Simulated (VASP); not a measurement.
Input of a VASP 6.6.1 run:

The input INCAR:

```
PREC = Accurate
ENCUT = 520
EDIFF = 1E-6
ISMEAR = -1
SIGMA = 0.05
LREAL = False
LASPH = True
NELM = 80
ALGO = Normal
ISIF = 2
LWAVE = False
LCHARG = False
GGA = PE
NBANDS = 14
```

File KPOINTS:

```
regular mesh
0
Gamma
  9 9 9
```

POSCAR

```
Na
1.0
    0.0000000000      2.8989647054      2.8989647054
    2.8989647054      0.0000000000      2.8989647054
    2.8989647054      2.8989647054      0.0000000000
Na
2
Direct
   -0.1250000000     -0.1250000000     -0.1250000000
    0.1250000000      0.1250000000      0.1250000000
```

Potentials or basis: VASP PAW PBE potentials, release 64 (Na_pv).

Run with:

```bash
$ cat potpaw_PBE.64/Na_pv/POTCAR > POTCAR
$ mpirun -np 1 vasp_std > vasp.out
```

(1) Estimate the pressure.

(2) What does it give for the band gap on the k mesh?

Results:

(1) 9.5 GPa.

(2) zero (band 7 reaches 2.55 eV, above the bottom of band 8 at 1.58 eV).
